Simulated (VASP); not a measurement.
Set up this calculation in VASP 6.6.1, as the native input.

| Item | Value |
| --- | --- |
| Task | single point |
| Functional | PBE |
| Potentials or basis | VASP PAW PBE potentials, release 64 (W_sv) |
| Cutoff | 520 eV |
| k mesh | 7 × 5 × 5 |
| Occupations | fermi-dirac, width 0.05 eV |
| Spin | no spin polarisation |
| Dipole correction | no |
| Further INCAR settings | ALGO = Fast; EDIFF = 1e-06; NBANDS = 36 |

The structure of W lies in POSCAR:

```
W
1.0
    2.6413019877      0.0000000000      0.0000000000
    0.0000000000      5.2355369406      0.0000000000
    0.0000000000      0.0000000000      4.7974043395
W
4
Direct
    0.8066611996      0.9031347661      0.7500000000
    0.1933388004      0.4031347661      0.7500000000
    0.1933388004      0.0968652339      0.2500000000
    0.8066611996      0.5968652339      0.2500000000
```

One way to write it, as run:

INCAR

```
SYSTEM = W
PREC = Accurate ; ENCUT = 520
EDIFF = 1E-6 ; ISMEAR = -1
SIGMA = 0.05 ; LREAL = .FALSE.
LASPH = .TRUE. ; NELM = 100
ALGO = Fast ; ISIF = 2
LWAVE = .FALSE. ; LCHARG = .FALSE.
GGA = PE ; NBANDS = 36
```

KPOINTS

```
Automatic mesh
0
G
  7 5 5
  0 0 0
```

Potentials or basis: VASP PAW PBE potentials, release 64 (W_sv).

Command:

```console
$ cat potpaw_PBE.64/W_sv/POTCAR > POTCAR
$ mpirun -np 1 vasp_std > vasp.out
```

It gave:

- Pressure: 0.5 GPa
- Largest force: 0.006 eV/Å
- Band gap on the k mesh: zero (bands 28 and 29 overlap by 0.83 eV)

Caveat: spin-orbit coupling is left out, which moves the levels of the heavy elements.

Wall time 50 s on 1 thread of Intel(R) Xeon(R) Platinum 8488C (Sapphire Rapids), with other jobs on the host, peak memory 0.2 GiB.
